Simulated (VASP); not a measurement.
Wanted: the native input for a VASP 6.6.1 run.

| Quantity | Value |
| --- | --- |
| Task | single point |
| Functional | revPBE |
| Potentials or basis | VASP PAW PBE potentials, release 64 (Rb_sv) |
| Cutoff | 520 eV |
| k mesh | 8 × 8 × 4 |
| Occupations | fermi-dirac, width 0.1 eV |
| Spin | no spin polarisation |
| Dipole correction | no |
| Further INCAR settings | ALGO = Normal; EDIFF = 1e-06; NBANDS = 16 |

The structure of Rb lies in POSCAR:

```
Rb
1.0
    4.9682440897      0.0000000000      0.0000000000
   -2.4841220448      4.3026255938      0.0000000000
    0.0000000000      0.0000000000      8.1932114379
Rb
2
Direct
    0.3333333333      0.6666666667      0.2500000000
    0.6666666667      0.3333333333      0.7500000000
```

This isn't the form of Rb at room conditions, which is bcc.

One way to write it, as run:

INCAR

```
PREC = Accurate ; ENCUT = 520
EDIFF = 1E-6 ; ISMEAR = -1
SIGMA = 0.1 ; LREAL = F
LASPH = T ; NELM = 60
ALGO = Normal ; ISIF = 2
LWAVE = F ; LCHARG = F
GGA = RE ; NBANDS = 16
```

KPOINTS

```
Automatic mesh
0
Gamma
  8 8 4
```

Potentials or basis: VASP PAW PBE potentials, release 64 (Rb_sv).

Command:

```console
$ cat potpaw_PBE.64/Rb_sv/POTCAR > POTCAR
$ mpirun -np 1 vasp_std > vasp.out
```

It gave:

```yaml
Pressure: 0.4 GPa
Band_gap_on_the_k_mesh: zero (bands 9 and 10 overlap by 2.19 eV)
```

Caveat: the PAW data sets were made with another functional, which shifts forces and pressure a little.

Wall time 37 s on 1 thread of Intel(R) Xeon(R) 6975P-C (Granite Rapids), on a shared host, peak memory 0.32 GiB.
